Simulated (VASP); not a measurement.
Wanted: the native input for a VASP 6.6.1 run.

- Task: single point
- Functional: PBE
- Potentials or basis: VASP PAW PBE potentials, release 64 (Pd, Os)
- Cutoff: 520 eV
- k mesh: 6 × 6 × 6
- Occupations: gaussian, width 0.1 eV
- Spin: no spin polarisation
- Dipole correction: no
- Further INCAR settings: ALGO = Normal; EDIFF = 1e-06; NBANDS = 16

The structure of OsPd lies in POSCAR:

```
OsPd
1.0
    3.0474099161      0.0000000000      0.0000000000
    0.0000000000      3.0474099161      0.0000000000
    0.0000000000      0.0000000000      3.0474099161
Pd Os
1 1
Direct
    0.5000000000      0.5000000000      0.5000000000
    0.0000000000      0.0000000000      0.0000000000
```

These files were run (other wordings do the same):

INCAR

```
SYSTEM = OsPd
ALGO = Normal ; EDIFF = 1E-6
ENCUT = 520 ; GGA = PE
ISIF = 2 ; ISMEAR = 0
LASPH = .True. ; LCHARG = .False.
LREAL = .False. ; LWAVE = .False.
NBANDS = 16 ; NELM = 100
PREC = Accurate ; SIGMA = 0.1
```

KPOINTS

```
k-points
0
Gamma
  6 6 6
  0 0 0
```

Potentials or basis: VASP PAW PBE potentials, release 64 (Pd, Os).

Run with:

```bash
$ cat potpaw_PBE.64/Pd/POTCAR potpaw_PBE.64/Os/POTCAR > POTCAR
$ mpirun -np 1 vasp_std > vasp.out
```

Results of the run:

```yaml
Pressure: 14.1 GPa
Band_gap_on_the_k_mesh: zero (bands 9 and 10 overlap by 1.91 eV)
```

Caveat: the cell stands under pressure; spin-orbit coupling is left out, which moves the levels of the heavy elements.

Run time: 4.7 s on 1 thread of Intel(R) Xeon(R) 6975P-C (Granite Rapids) (shared host), peak memory 0.14 GiB.
